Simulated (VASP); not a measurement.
Wanted: the native input for a VASP 6.6.1 run.

```
Task                   : single point
Functional             : LDA
Potentials or basis    : VASP PAW LDA potentials, release 64 (O, H, C)
Cutoff                 : 520 eV
k mesh                 : 1 × 1 × 1
Occupations            : fermi-dirac, width 0.05 eV
Spin                   : no spin polarisation
Dipole correction      : no
Further INCAR settings : ALGO = Normal; EDIFF = 1e-06; NBANDS = 39
```

The structure of H10CO6 lies in POSCAR:

```
H10CO6
1.0
    5.6774110000      0.0000000000      0.0000000000
    0.0000000000      5.6774110000      0.0000000000
    0.0000000000      0.0000000000      5.6774110000
O H C
6 10 1
Direct
    1.0132611502      0.3886982993      0.3625420108
    0.3620840556      0.2093383762      0.1153871016
    0.4699148961      0.4238199419      0.7568766820
    0.1311337157      0.6879896488      0.7025033065
    0.7772204619      0.7364976747      0.2338565941
    1.1307618913      0.8497535232      0.1294075768
    1.0690083913      0.4642432968      0.5082598389
    1.2256819173      0.3107402300      0.1962514252
    0.4046386636      0.2570185600     -0.0523830316
    0.2763935886      0.0245358316      0.1365587237
    0.6266588767      0.4738251291      0.7348596041
    0.3570817755      0.5555525221      0.7124726394
    0.1208473369      0.7231817460      0.8855973260
    0.0990944640      0.8359972530      0.6241753503
    0.8916035848      0.4974626639      0.2963850952
    0.9284865936      1.0212929802      0.3619607599
    0.9405871796      0.8736552629      0.2403208082
```

These files were run (other wordings do the same):

INCAR

```
SYSTEM = H10CO6
ALGO = Normal
EDIFF = 1E-6
ENCUT = 520
GGA_COMPAT = .False.
ISIF = 2
ISMEAR = -1
LASPH = .True.
LCHARG = .False.
LREAL = .False.
LWAVE = .False.
NBANDS = 39
NELM = 120
PREC = Accurate
SIGMA = 0.05
```

KPOINTS

```
k-points
0
Gamma
  1 1 1
  0 0 0
```

Potentials or basis: VASP PAW LDA potentials, release 64 (O, H, C).

The run is started by

```console
$ cat potpaw_LDA.64/O/POTCAR potpaw_LDA.64/H/POTCAR potpaw_LDA.64/C/POTCAR > POTCAR
$ mpirun -np 1 vasp_gam > vasp.out
```

Results of the run:

The pressure is 2.3 GPa. The largest force is 2.200 eV/Å.

Caveat: the k points lie up to 1.11 Å⁻¹ apart; the atoms stand as in a frame of molecular dynamics.

It took 8.1 s on 1 thread of AMD EPYC 7R43 64-Core Processor (Zen 3) (shared host), peak memory 0.16 GiB.
